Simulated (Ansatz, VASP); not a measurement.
# Two plane-wave programs on BaTiO3

```
Ba Ti O
1.0
     4.07215    0.00000    0.00000
     0.00000    4.07215    0.00000
     0.00000    0.00000    4.07215
Ba Ti O
1 1 3
Direct
  0.50000 0.50000 0.50000
  0.00000 0.00000 0.00000
  0.50000 0.00000 0.00000
  0.00000 0.50000 0.00000
  0.00000 0.00000 0.50000
```

Alike in both runs: task single point; functional PBE; k mesh 6 × 6 × 6; occupations gaussian, width 0.05 eV; no spin polarisation.

|  | VASP | Ansatz |
| --- | --- | --- |
| version | VASP 6.6.1 | Ansatz 0.2.0 |
| potentials or method | VASP PAW PBE potentials, release 64 (Ba_sv, Ti_sv, O), cutoff 520 eV | scalar-relativistic, plane waves, PAW |
| valence electrons in the cell | 40 | 40 |

Ansatz gave:

| Item | Value |
| --- | --- |
| gap on the k mesh at the Fermi level (eV) | 1.70 |
| least direct gap on the mesh (eV) | 1.85 |
| pressure (GPa) | -5.9 |

Problem. Estimate VASP's values.

Solution. gap on the k mesh at the Fermi level (eV): 1.64; least direct gap on the mesh (eV): 1.83; pressure (GPa): -4.4.

Neither program's run includes spin-orbit coupling.
